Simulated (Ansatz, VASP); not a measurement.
**BAs: VASP beside Ansatz**

```
B As
1.0
     0.00000    2.45156    2.45156
     2.45156    0.00000    2.45156
     2.45156    2.45156    0.00000
B As
1 1
Direct
  0.00000 0.00000 0.00000
  0.25000 0.25000 0.25000
```

Alike in both runs: task single point; functional PBE; k mesh 8 × 8 × 8; no spin polarisation.

|  | VASP | Ansatz |
| --- | --- | --- |
| version | VASP 6.6.1 | Ansatz 0.2.0 |
| potentials or method | VASP PAW PBE potentials, release 64 (B, As_d) | plane waves, PAW |
| plane-wave cutoff (eV) | 560 | 420 |
| occupations | gaussian, width 0.01 eV | fixed |
| valence electrons in the cell | 18 | 18 |

Ansatz gave:

* gap on the k mesh at the Fermi level (eV): 1.27
* pressure (GPa): -6.8

**Question.** Estimate VASP's values.

**Answer.** gap on the k mesh at the Fermi level (eV): 1.27; pressure (GPa): -7.0.
